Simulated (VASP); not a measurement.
Crystal: MgS.

```
Mg S
1.0
     3.27402    0.00000    0.00000
     0.00000    3.27402    0.00000
     0.00000    0.00000    3.27402
Mg S
1 1
Cartesian
  0.0000 0.0000 0.0000
  1.6370 1.6370 1.6370
```

* Program: VASP 6.6.1
* Task: relaxation of cell and atoms
* Functional: PBEsol
* Potentials or basis: VASP PAW PBE potentials, release 64 (Mg, S)
* Cutoff: 600 eV
* k mesh: 8 × 8 × 8
* Occupations: fermi-dirac, width 0.02 eV
* Spin: no spin polarisation

At the start: pressure -2.2 GPa; volume 17.55 Å³/atom.

Task: Where does the relaxation end?

Result: Over 3 steps the energy falls by 3.6 meV/atom and the volume is 17.03 Å³/atom (-2.9 %); space group Pm-3m (No. 221, to 0.1 Å) before and after.

The path:
| step | energy change (eV) | largest force (eV/Å) | pressure (GPa) | volume (Å³) |
| --- | --- | --- | --- | --- |
| 1 | 0.0000 | 0.0000 | -2.20 | 35.09 |
| 2 | -0.0069 | 0.0000 | 0.41 | 33.89 |
| 3 | -0.0071 | 0.0000 | -0.01 | 34.07 |

Final structure:
```
Mg S
1.0
     3.24174    0.00000    0.00000
     0.00000    3.24174    0.00000
     0.00000    0.00000    3.24174
Mg S
1 1
Direct
  0.00000 0.00000 0.00000
  0.50000 0.50000 0.50000
```

Caveat: the PAW data sets were made with another functional, which shifts forces and pressure a little.
